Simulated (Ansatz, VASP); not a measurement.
**Si in VASP and in Ansatz**

```
Si
1.0
     2.52595    0.00000    0.00000
     0.00000    2.52595    0.00000
     0.00000    0.00000    2.52595
Si
1
Direct
  0.00000 0.00000 0.00000
```

Alike in both runs: functional r2SCAN; k mesh 22 × 22 × 22; occupations gaussian, width 0.1 eV; no spin polarisation.

Ansatz relaxed the structure, and its values are those at the end. VASP's run is a single point on that final structure, the one shown.

```csv
,VASP,Ansatz
version,VASP 6.6.1,Ansatz 0.2.0
potentials or method,"VASP PAW PBE potentials, release 64 (Si), cutoff 520 eV","scalar-relativistic, plane waves, PAW"
valence electrons in the cell,4,4
```

VASP gave:

```
gap on the k mesh at the Fermi level (eV) : none
pressure (GPa)                            : -0.1
```

Problem. What did Ansatz give for the same quantities?

Solution. gap on the k mesh at the Fermi level (eV): none; pressure (GPa): 0.0.

VASP's potentials were made for PBE, not for r2SCAN. A gap of «none» marks a metal or a gap that the smearing closes. The functional is the same, so the differences come from potentials, cutoffs and numerics.
